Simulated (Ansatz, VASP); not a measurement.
**MgS2I3: VASP beside Ansatz**

```xyz
6
Lattice="4.1003 0.0000 0.0000 0.0000 4.1003 0.0000 0.0000 0.0000 13.7065" Properties=species:S:1:pos:R:3 pbc="T T T"
Mg    2.0502    2.0502    6.8533
S     2.0502    2.0502   11.6144
S     2.0502    2.0502    2.0922
I     0.0000    0.0000    0.0000
I     0.0000    0.0000    9.7940
I     0.0000    0.0000    3.9125
```

Change from the starting cell: species swapped into the MgSc3Ru2 type (P4/mmm, No. 123).

Alike in both runs: task relaxation of cell and atoms; functional PBE; k mesh 4 × 4 × 2; occupations gaussian, width 0.1 eV; no spin polarisation.

```csv
,VASP,Ansatz
version,VASP 6.6.1,Ansatz 0.2.0
potentials or method,"VASP PAW PBE potentials, release 64 (Mg, S, I), cutoff 600 eV","scalar-relativistic, plane waves, PAW"
valence electrons in the cell,35,73
```

```tsv
	VASP	Ansatz	Ansatz less VASP
gap on the k mesh at the Fermi level, each at its own relaxed structure (eV)	none	none	-
relaxed volume (Å³/atom)	33.37	33.46	+0.086
relaxed cell length with the largest relative difference (Å)	12.625	12.705	+0.0802
```

A gap of «none» marks a metal or a gap that the smearing closes. VASP's potentials hold 35 valence electrons a cell and Ansatz's 73, so a difference there can come from the potentials and not from the codes.

The k mesh is coarse, so the values compare programs but aren't converged. Neither program's run includes spin-orbit coupling.
